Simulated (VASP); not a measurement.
Input of a VASP 6.6.1 run:

Contents of INCAR:

```
PREC = Accurate
ENCUT = 750
EDIFF = 1E-6
ISMEAR = -1
SIGMA = 0.08617333262145177
LREAL = F
LASPH = T
NELM = 120
ALGO = Normal
ISIF = 2
LWAVE = F
LCHARG = F
GGA = PE
NBANDS = 13
GGA_COMPAT = F
```

Contents of KPOINTS:

```
regular mesh
0
Gamma
  2 2 2
```

POSCAR

```
Li2O
1.0
    0.0000000000      2.3268543819      2.3268543819
    2.3268543819      0.0000000000      2.3268543819
    2.3268543819      2.3268543819      0.0000000000
Li O
2 1
Direct
    0.7500000000      0.7500000000      0.7500000000
    0.2500000000      0.2500000000      0.2500000000
    0.0000000000      0.0000000000      0.0000000000
```

Potentials or basis: VASP PAW PBE potentials, release 64 (Li_sv, O).

The run is started by

```bash
$ cat potpaw_PBE.64/Li_sv/POTCAR potpaw_PBE.64/O/POTCAR > POTCAR
$ mpirun -np 1 vasp_std > vasp.out
```

**Question.** Predict the pressure.

**Answer.** 0.6 GPa.

**Question.** Estimate the band gap on the k mesh.

**Answer.** 4.75 eV, indirect (least direct gap 4.96 eV).

Caveat: the k points lie up to 1.17 Å⁻¹ apart. A k mesh can miss the band edges.
